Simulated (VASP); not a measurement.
# WSe2 in VASP: further runs, part 2 of 2

VASP 6.6.1.

## (4) Single point, PBEsol (volume scaled by 0.97, then relaxed in part)

Input file INCAR:

```
ALGO = Normal
EDIFF = 1E-7
ENCUT = 520
GGA = PS
ISIF = 2
ISMEAR = 0
LASPH = True
LCHARG = False
LREAL = False
LWAVE = False
NBANDS = 49
NELM = 80
PREC = Accurate
SIGMA = 0.02
```

Input file KPOINTS:

```
k-points
0
Gamma
  12 12 1
```

Input file POSCAR:

```
WSe2
1.0
    3.2705819903      0.0000000000      0.0000000000
   -1.6352909952      2.8324070888      0.0000000000
    0.0000000000      0.0000000000     28.3147624781
W Se
3 6
Direct
    0.6666666667      0.3333333333      0.0000000000
    0.3333333333      0.6666666667      0.7667026987
    0.3333333333      0.6666666667      0.2332973013
    0.3333333333      0.6666666667      0.0591320958
    0.6666666667      0.3333333333      0.8258448727
    0.6666666667      0.3333333333      0.2923559957
    0.3333333333      0.6666666667      0.9408679042
    0.6666666667      0.3333333333      0.7076440043
    0.6666666667      0.3333333333      0.1741551273
```

Potentials or basis: VASP PAW PBE potentials, release 64 (W_sv, Se).

On the command line:

```
> cat potpaw_PBE.64/W_sv/POTCAR potpaw_PBE.64/Se/POTCAR > POTCAR
> mpirun -np 1 vasp_std > vasp.out
```

OUTCAR:

```text
EDIFF = 1E-7
   ENCUT = 520
   GGA = PS
   ISIF = 2
   ISMEAR = 0
   LASPH = True
   LREAL = False
   NELM = 80
   PREC = Accurate

 ion  position               nearest neighbor table
   1  0.667  0.333  0.000-   4 2.52   7 2.52   4 2.52   7 2.52   4 2.52   7 2.52
   2  0.333  0.667  0.767-   8 2.52   8 2.52   8 2.52   5 2.52   5 2.52   5 2.52
   3  0.333  0.667  0.233-   6 2.52   6 2.52   6 2.52   9 2.52   9 2.52   9 2.52
   4  0.333  0.667  0.059-   1 2.52   1 2.52   1 2.52
   5  0.667  0.333  0.826-   2 2.52   2 2.52   2 2.52
   6  0.667  0.333  0.292-   3 2.52   3 2.52   3 2.52
   7  0.333  0.667  0.941-   1 2.52   1 2.52   1 2.52
   8  0.667  0.333  0.708-   2 2.52   2 2.52   2 2.52
   9  0.667  0.333  0.174-   3 2.52   3 2.52   3 2.52

  LATTYP: Found a hexagonal cell.
 ALAT       =     3.2705819903
 C/A-ratio  =     8.6574079360

  Lattice vectors:

 A1 = (   3.2705819903,   0.0000000000,   0.0000000000)
 A2 = (  -1.6352909952,   2.8324070888,   0.0000000000)
 A3 = (   0.0000000000,   0.0000000000,  28.3147624781)

Analysis of symmetry for initial positions (statically):
=====================================================================
 Subroutine PRICEL returns:
 Original cell was already a primitive cell.

 Routine SETGRP: Setting up the symmetry group for a
 hexagonal supercell.

 Subroutine GETGRP returns: Found 12 space group operations
 (whereof 12 operations were pure point group operations)
 out of a pool of 24 trial point group operations.

The static configuration has the point symmetry D_3h.

Analysis of symmetry for dynamics (positions and initial velocities):
=====================================================================
[... 138 lines left out ...]
     AMIX_MAG =   1.60;   BMIX_MAG =  1.00
  volume/ion in A,a.u.               =      29.14       196.67
  Fermi-wavevector in a.u.,A,eV,Ry     =   1.092719  2.064939 16.245829  1.194035
  Thomas-Fermi vector in A             =   2.228990
   LORBIT       =      0    0 simple, 1 ext, 2 COOP (PROOUT), +10 PAW based schemes
   GGA     = PS    functional components
   LHFCALC =     F    Hartree Fock is set to
   AEXX    =    0.0000 exact exchange contribution
   IVDW    =     0    specifies the selected vdW correction
   LEPSILON=     F    determine dielectric tensor
   LRPA    =     F    only Hartree local field effects (RPA)
 non-spin polarized calculation
 Gauss-broadening in eV      SIGMA  =   0.02
  energy-cutoff  :      520.00
  volume of cell :      262.30
 maximum number of plane-waves:      7146
   NGX = 13   NGY = 13   NGZ =105

 number of electron      77.9999995 magnetization

 Free energy of the ion-electron system (eV)
  ---------------------------------------------------
  ext. energy  EPLUGINS =         0.00000000
  ---------------------------------------------------
  free energy    TOTEN  =       -69.78667681 eV

  energy without entropy =      -69.78667681  energy(sigma->0) =      -69.78667681

 E-fermi :   2.9422     XC(G=0):  -7.9055

 val. band max:        2.6157545492   @ k =   0.0000   0.0000   0.0000
 cond. band min:       3.8556677798   @ k =   0.1667   0.1667   0.0000
 fundamental gap:      1.2399132307
 Fermi energy:         2.9422090324

 k-point     1 :       0.0000    0.0000    0.0000
  band No.  band energies     occupation
      1     -71.4710      2.00000
      2     -71.4682      2.00000
      3     -71.4682      2.00000
      4     -35.7364      2.00000
      5     -35.7339      2.00000
      6     -35.7339      2.00000
[... 977 lines left out ...]
     48       6.0664      0.00000
     49       7.3461      0.00000

------------------------ aborting loop because EDIFF is reached ----------------------------------------

  FORCE on cell =-STRESS in cart. coord.  units (eV):
  Direction    XX          YY          ZZ          XY          YZ          ZX
  --------------------------------------------------------------------------------------
  -------------------------------------------------------------------------------------
  Total        0.4507914      0.4507914      0.6103485     -0.0000000      0.0000000     -0.0000000
  in kB        2.7535473      2.7535473      3.7281627     -0.0000000      0.0000000     -0.0000000
  external PRESSURE =       3.0784191 kB  Pullay stress =       0.0000000 kB

 VOLUME and BASIS-vectors are now :
 -----------------------------------------------------------------------------
  energy-cutoff  :      520.00
  volume of cell :      262.30
      direct lattice vectors                 reciprocal lattice vectors
     3.270581990  0.000000000  0.000000000     0.305755980  0.176528297  0.000000000
    -1.635290995  2.832407089  0.000000000     0.000000000  0.353056594  0.000000000
     0.000000000  0.000000000 28.314762478     0.000000000  0.000000000  0.035317266

 POSITION                                       TOTAL-FORCE (eV/Angst)
 -----------------------------------------------------------------------------------
      1.63529      0.94414      0.00000        -0.000000     -0.000000     -0.000000
     -0.00000      1.88827     21.70900        -0.000000     -0.000000     -0.000103
     -0.00000      1.88827      6.60576        -0.000000     -0.000000      0.000103
     -0.00000      1.88827      1.67431         0.000000      0.000000      0.061798
      1.63529      0.94414     23.38360         0.000000     -0.000000      0.061752
      1.63529      0.94414      8.27799         0.000000     -0.000000      0.062979
     -0.00000      1.88827     26.64045         0.000000      0.000000     -0.061798
      1.63529      0.94414     20.03677        -0.000000     -0.000000     -0.062979
      1.63529      0.94414      4.93116         0.000000      0.000000     -0.061752
 -----------------------------------------------------------------------------------
    total drift:                                0.000000     -0.000000      0.000000

  FREE ENERGIE OF THE ION-ELECTRON SYSTEM (eV)
  ---------------------------------------------------
  free  energy   TOTEN  =       -69.7866768051 eV

  energy  without entropy=      -69.7866768051  energy(sigma->0) =      -69.78667681
```

OSZICAR:

```text
N       E                     dE             d eps       ncg     rms          rms(c)
DAV:   1     0.765019362796E+03    0.76502E+03   -0.41222E+04  2166   0.146E+03
DAV:   2    -0.160865334804E+02   -0.78111E+03   -0.75617E+03  2226   0.385E+02
DAV:   3    -0.705513374234E+02   -0.54465E+02   -0.53382E+02  2289   0.948E+01
DAV:   4    -0.726870600110E+02   -0.21357E+01   -0.21195E+01  2468   0.181E+01
[... 14 lines left out ...]
DAV:  19    -0.697866654580E+02   -0.30830E-04   -0.79268E-07  1884   0.310E-03    0.837E-04
DAV:  20    -0.697866731599E+02   -0.77019E-05   -0.17966E-07  1628   0.148E-03    0.111E-03
DAV:  21    -0.697866763552E+02   -0.31953E-05   -0.10081E-07  1564   0.661E-04    0.492E-04
DAV:  22    -0.697866767417E+02   -0.38643E-06   -0.18801E-08  1444   0.394E-04    0.847E-05
DAV:  23    -0.697866768051E+02   -0.63421E-07   -0.39517E-09  1332   0.158E-04
   1 F= -.69786677E+02 E0= -.69786677E+02  d E =-.152911-119
```

Run time: 5.7 min. Hardware: 1 thread of AMD EPYC 7R13 (Zen 3), shared host; peak memory 0.43 GiB.

What came out:

| Quantity | Value |
| --- | --- |
| Free energy | -69.7867 eV |
| Largest force | 0.063 eV/Å |
| Band gap on the k mesh | 1.24 eV, indirect (least direct gap 1.62 eV) |

Forces in eV/Å, atoms in the order of the input:
```
W    0.000  0.000  0.000
W    0.000  0.000  0.000
W    0.000  0.000  0.000
Se   0.000  0.000  0.062
Se   0.000  0.000  0.062
Se   0.000  0.000  0.063
Se   0.000  0.000 -0.062
Se   0.000  0.000 -0.063
Se   0.000  0.000 -0.062
```

Levels at points of the mesh, in eV from the valence-band top:
| k point | band 36 | band 37 | band 38 | band 39 | band 40 | band 41 | band 42 | band 43 |
| --- | --- | --- | --- | --- | --- | --- | --- | --- |
| (0.00, 0.00, 0.00) | -1.30 | -0.81 | -0.29 | 0.00 | 2.89 | 2.89 | 2.91 | 2.91 |
| (0.50, 0.00, 0.00) | -1.15 | -1.07 | -0.99 | -0.93 | 2.37 | 2.39 | 2.40 | 2.57 |

Caveat: the cell differs from its parent crystal (volume scaled by 0.97, then relaxed in part); the PAW data sets were made with another functional, which shifts forces and pressure a little; spin-orbit coupling is left out, which moves the levels of the heavy elements.

## (5) Single point, PBEsol

This run uses another cell than the first one, of 30.05 Å³/atom, 0.954 times its volume.

Input file INCAR:

```
SYSTEM = WSe2
PREC = Accurate ; ENCUT = 520
EDIFF = 1E-7 ; ISMEAR = 0
SIGMA = 0.02 ; LREAL = .False.
LASPH = .True. ; NELM = 60
ALGO = Normal ; ISIF = 2
LWAVE = .False. ; LCHARG = .False.
GGA = PS ; NBANDS = 49
```

Input file KPOINTS:

```
regular mesh
0
Gamma
  12 12 1
  0 0 0
```

Input file POSCAR:

```
WSe2
1.0
    3.2709028621      0.0000000000      0.0000000000
   -1.6354514310      2.8326849719      0.0000000000
    0.0000000000      0.0000000000     29.1847499586
W Se
3 6
Direct
    0.6666666667      0.3333333333      0.0000000000
    0.3333333333      0.6666666667      0.7734641533
    0.3333333333      0.6666666667      0.2265358467
    0.3333333333      0.6666666667      0.0573689714
    0.6666666667      0.3333333333      0.8308403010
    0.6666666667      0.3333333333      0.2838341640
    0.3333333333      0.6666666667      0.9426310286
    0.6666666667      0.3333333333      0.7161658360
    0.6666666667      0.3333333333      0.1691596990
```

On the command line:

```
> cat potpaw_PBE.64/W_sv/POTCAR potpaw_PBE.64/Se/POTCAR > POTCAR
> mpirun -np 1 vasp_std > vasp.out
```

Run time: 6.8 min. Hardware: 1 thread of AMD EPYC 7R13 (Zen 3), shared host; peak memory 0.43 GiB.

Results (log left out):

| Quantity | Value |
| --- | --- |
| Free energy | -69.7869 eV |
| Largest force | 0.062 eV/Å |
| Band gap on the k mesh | 1.24 eV, indirect (least direct gap 1.62 eV) |

Forces in eV/Å, atoms in the order of the input:
```
W    0.000  0.000  0.000
W    0.000  0.000 -0.001
W    0.000  0.000  0.001
Se   0.000  0.000  0.061
Se   0.000  0.000  0.062
Se   0.000  0.000  0.061
Se   0.000  0.000 -0.061
Se   0.000  0.000 -0.061
Se   0.000  0.000 -0.062
```

Levels at points of the mesh, in eV from the valence-band top:
| k point | band 36 | band 37 | band 38 | band 39 | band 40 | band 41 | band 42 | band 43 |
| --- | --- | --- | --- | --- | --- | --- | --- | --- |
| (0.00, 0.00, 0.00) | -1.30 | -0.80 | -0.29 | 0.00 | 2.89 | 2.89 | 2.91 | 2.91 |
| (0.50, 0.00, 0.00) | -1.15 | -1.07 | -0.99 | -0.93 | 2.37 | 2.39 | 2.40 | 2.58 |

Caveat: the PAW data sets were made with another functional, which shifts forces and pressure a little; spin-orbit coupling is left out, which moves the levels of the heavy elements.

## (6) The runs side by side

| cell | k mesh | smearing | gap on the mesh (eV) | largest force (eV/Å) |
| --- | --- | --- | --- | --- |
| a = 3.318, b = 3.318, c = 29.739 Å, angles 90.0, 90.0, 120.0°, 9 atoms | 6 × 6 × 1 | gaussian 0.1 eV | 1.34 | 0.07 |
| a = 3.271, b = 3.271, c = 27.439 Å, angles 90.0, 90.0, 120.0°, 9 atoms | 12 × 12 × 1 | gaussian 0.02 eV | 1.24 | 0.06 |
| a = 3.271, b = 3.271, c = 28.315 Å, angles 90.0, 90.0, 120.0°, 9 atoms | 12 × 12 × 1 | gaussian 0.02 eV | 1.24 | 0.06 |
| a = 3.271, b = 3.271, c = 29.185 Å, angles 90.0, 90.0, 120.0°, 9 atoms | 12 × 12 × 1 | gaussian 0.02 eV | 1.24 | 0.06 |

Alike in all rows: task single point; level PBEsol; potentials or basis VASP PAW PBE potentials, release 64 (W_sv, Se); no spin polarisation; cutoff (eV) 520.

Caveats: the PAW data sets were made with another functional, which shifts forces and pressure a little; spin-orbit coupling is left out, which moves the levels of the heavy elements.

Absolute energies hang on the potentials; compare differences alone.
